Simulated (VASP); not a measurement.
Crystal: Cr.

```
Cr
1.0
    -1.42392    1.42392    1.42392
     1.42392   -1.42392    1.42392
     1.42392    1.42392   -1.42392
Cr
1
Direct
  0.00000 0.00000 0.00000
```

```yaml
Program: VASP 6.6.1
Task: relaxation of cell and atoms
Functional: PBEsol
Potentials_or_basis: VASP PAW PBE potentials, release 64 (Cr_pv)
Cutoff: 500 eV
k_mesh: 20 × 20 × 20
Occupations: gaussian, width 0.1 eV
Spin: no spin polarisation
```

At the start: pressure -10.0 GPa; volume 11.55 Å³/atom.

Task: Where does the relaxation end?

Result: Over 4 steps the energy falls by 13.8 meV/atom and the volume is 11.12 Å³/atom (-3.7 %); space group Im-3m (No. 229, to 0.1 Å) before and after.

Step by step:
| step | energy change (eV) | largest force (eV/Å) | pressure (GPa) | volume (Å³) |
| --- | --- | --- | --- | --- |
| 1 | 0.0000 | 0.0000 | -10.01 | 11.55 |
| 2 | 0.0353 | 0.0000 | 22.67 | 10.38 |
| 3 | -0.0138 | 0.0000 | -0.27 | 11.13 |
| 4 | -0.0138 | 0.0000 | 0.02 | 11.12 |

Final structure:
```
CELL_PARAMETERS angstrom
-1.40606 1.40606 1.40606
1.40606 -1.40606 1.40606
1.40606 1.40606 -1.40606
ATOMIC_POSITIONS crystal
Cr 0.00000 0.00000 0.00000
```

Caveat: the PAW data sets were made with another functional, which shifts forces and pressure a little; the run has no spin polarisation, though such a crystal can be magnetic.
